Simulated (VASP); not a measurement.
Set up this calculation in VASP 6.6.1, as the native input.

```yaml
Task: single point
Functional: LDA
Potentials_or_basis: VASP PAW LDA potentials, release 64 (Be)
Cutoff: 600 eV
k_mesh: 4 × 4 × 6
Occupations: fermi-dirac, width 0.1 eV
Spin: no spin polarisation
Dipole_correction: no
Further_INCAR_settings: ALGO = Normal; EDIFF = 1e-06; NBANDS = 12
```

The structure of Be lies in POSCAR:

```
Be
1.0
    3.7468100000      0.0000000000      0.0000000000
    0.0000000000      3.7468100000      0.0000000000
    0.0000000000      0.0000000000      2.2812800000
Be
4
Direct
    0.3237708365      0.2518918570      0.0202360870
    0.6837656361      0.7455727630      0.0183342740
    0.1728092128      0.7659648224      0.4736182453
    0.8196542840      0.2365706256      0.4878119581
```

These files were run (other wordings do the same):

INCAR

```
  ALGO = Normal
  EDIFF = 1E-6
  ENCUT = 600
  GGA_COMPAT = F
  ISIF = 2
  ISMEAR = -1
  LASPH = T
  LCHARG = F
  LREAL = F
  LWAVE = F
  NBANDS = 12
  NELM = 120
  PREC = Accurate
  SIGMA = 0.1
```

KPOINTS

```
k-points
0
Gamma
  4 4 6
```

Potentials or basis: VASP PAW LDA potentials, release 64 (Be).

The run is started by

```sh
$ cat potpaw_LDA.64/Be/POTCAR > POTCAR
$ mpirun -np 1 vasp_std > vasp.out
```

Results of the run:

| Item | Value |
| --- | --- |
| Pressure | -5.5 GPa |
| Largest force | 0.748 eV/Å |
| Band gap on the k mesh | zero (band 4 reaches 7.62 eV, above the bottom of band 5 at 6.29 eV) |

Caveat: the k points lie up to 0.46 Å⁻¹ apart.

It took 28 s on 1 thread of Intel Xeon 8259CL (shared host), peak memory 0.13 GiB.
